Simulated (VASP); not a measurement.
HfO2:

```
Hf O
1.0
     0.00000    2.55750    2.55750
     2.55750    0.00000    2.55750
     2.55750    2.55750    0.00000
Hf O
1 2
Cartesian
  0.0000 0.0000 0.0000
  1.2788 1.2788 1.2788
  3.8363 3.8363 3.8363
```

Base run:

* Program: VASP 6.6.1
* Functional: BLYP
* Potentials or basis: VASP PAW PBE potentials, release 64 (Hf_pv, O)
* Cutoff: 600 eV
* k mesh: 6 × 6 × 6
* Occupations: methfessel-paxton, width 0.05 eV
* Spin: no spin polarisation

Its results: band gap on the k mesh 3.81 eV, direct; pressure 0.9 GPa.

Q: After a change of settings the same cell gave: band gap on the k mesh 3.60 eV, direct; pressure -13.7 GPa. Which change was it?
A. functional from BLYP to PBEsol
B. functional from BLYP to revPBE
C. functional from BLYP to LDA; potentials or basis from VASP PAW PBE potentials, release 64 (Hf_pv, O) to VASP PAW LDA potentials, release 64 (Hf_pv, O)
D. functional from BLYP to r2SCAN; cutoff from 600 eV to 660 eV

A: A.

PBEsol binds more tightly than BLYP, so the same cell stands under less pressure.

Caveats: the PAW data sets were made with another functional, which shifts forces and pressure a little; spin-orbit coupling is left out, which moves the levels of the heavy elements.
